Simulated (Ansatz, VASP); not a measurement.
CdF2: VASP beside Ansatz

```
Cd F
1.0
     0.00000    2.65359    2.61318
     2.65359    0.00000    2.61318
     2.65359    2.65359    0.00000
Cd F
1 2
Direct
  0.00000 0.00000 0.00000
  0.25000 0.25000 0.25000
  0.75000 0.75000 0.75000
```

Change from the starting cell: strain -0.015 along x and y, -0.030 along z, atoms carried along.

Alike in both runs: task single point; functional PBE; k mesh 8 × 8 × 8; occupations gaussian, width 0.05 eV; no spin polarisation.

|  | VASP | Ansatz |
| --- | --- | --- |
| version | VASP 6.6.1 | Ansatz 0.2.0 |
| potentials or method | VASP PAW PBE potentials, release 64 (Cd, F), cutoff 520 eV | scalar-relativistic, plane waves, PAW |
| valence electrons in the cell | 26 | 34 |

VASP gave:

| Item | Value |
| --- | --- |
| gap on the k mesh at the Fermi level (eV) | 3.27 |
| least direct gap on the mesh (eV) | 3.68 |
| pressure (GPa) | 14.8 |
| traceless stress, the component that is largest in VASP (GPa) | 1.15 |

Which values does Ansatz return?

gap on the k mesh at the Fermi level (eV): 3.31; least direct gap on the mesh (eV): 3.72; pressure (GPa): 13.7; traceless stress, the component that is largest in VASP (GPa): 1.17.

The functional is the same, so the differences come from potentials, cutoffs and numerics. VASP's potentials hold 26 valence electrons a cell and Ansatz's 34, so a difference there can come from the potentials and not from the codes.
